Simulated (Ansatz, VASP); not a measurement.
## SrO in VASP and in Ansatz

File POSCAR:

```
SrO
1.0
    0.0000000000      2.5697984671      2.5697984671
    2.5697984671      0.0000000000      2.5697984671
    2.5697984671      2.5697984671      0.0000000000
Sr O
1 1
Direct
    0.5000000000      0.5000000000      0.5000000000
    0.0000000000      0.0000000000      0.0000000000
```

Contents of INCAR.step1:

```
SYSTEM = SrO
PREC = Accurate
ENCUT = 520
EDIFF = 1E-5
ISMEAR = 0
SIGMA = 0.05
LREAL = .False.
LASPH = .True.
NELM = 80
ALGO = Normal
ISIF = 2
LWAVE = .True.
LCHARG = .False.
GGA = PE
NBANDS = 15
```

Contents of INCAR.step2:

```
SYSTEM = SrO
PREC = Accurate
ENCUT = 520
EDIFF = 1E-6
ISMEAR = 0
SIGMA = 0.05
LREAL = .False.
LASPH = .True.
NELM = 80
ALGO = Normal
ISIF = 2
LWAVE = .False.
LCHARG = .False.
GGA = PE
LHFCALC = .True.
AEXX = 0.5
PRECFOCK = Normal
ISTART = 1
NBANDS = 15
```

The input KPOINTS:

```
regular mesh
0
Gamma
  4 4 4
  0 0 0
```

Input for Ansatz:

```yaml
crystal:
  lattice:
    - [0.0, 2.5697984671, 2.5697984671]
    - [2.5697984671, 0.0, 2.5697984671]
    - [2.5697984671, 2.5697984671, 0.0]
  atoms:
    - { symbol: Sr, position: [0.5, 0.5, 0.5] }
    - { symbol: O, position: [0.0, 0.0, 0.0] }
basis:
  ecutwfc: 420
  ecutrho_ratio: 4
kpoints:
  mp_grid: { grid: [4, 4, 4] }
hamiltonian:
  xc: { exchange: pbe, correlation: pbe, exx: { coeff: 0.5 } }
scf:
  occupations: { method: gaussian, width: 0.05 }
  n_extra_bands: 9
output:
  forces: true
  stress: true
  eigenvalues: true
  populations: true
  dos: { projected: true, de: 0.02 }
```

Alike in both runs: task single point; functional PBE-based global hybrid; k mesh 4 × 4 × 4; occupations gaussian, width 0.05 eV; no spin polarisation.

```csv
,VASP,Ansatz
version,VASP 6.6.1,Ansatz 0.2.0
potentials or method,"VASP PAW PBE potentials, release 64 (Sr_sv, O), cutoff 520 eV","scalar-relativistic, plane waves, PAW"
valence electrons in the cell,16,16
```

|  | VASP | Ansatz | Ansatz less VASP |
| --- | --- | --- | --- |
| gap on the k mesh at the Fermi level (eV) | 7.84 | 7.85 | +0.008 |
| least direct gap on the mesh (eV) | 7.96 | 7.95 | -0.005 |
| pressure (GPa) | -1.2 | -1.4 | -0.26 |

VASP's potentials were made for PBE, not for PBE-based global hybrid. Ansatz's warnings: stress exchange threshold loose, stress scf threshold loose.

The k mesh is coarse, so the values compare programs but aren't converged.
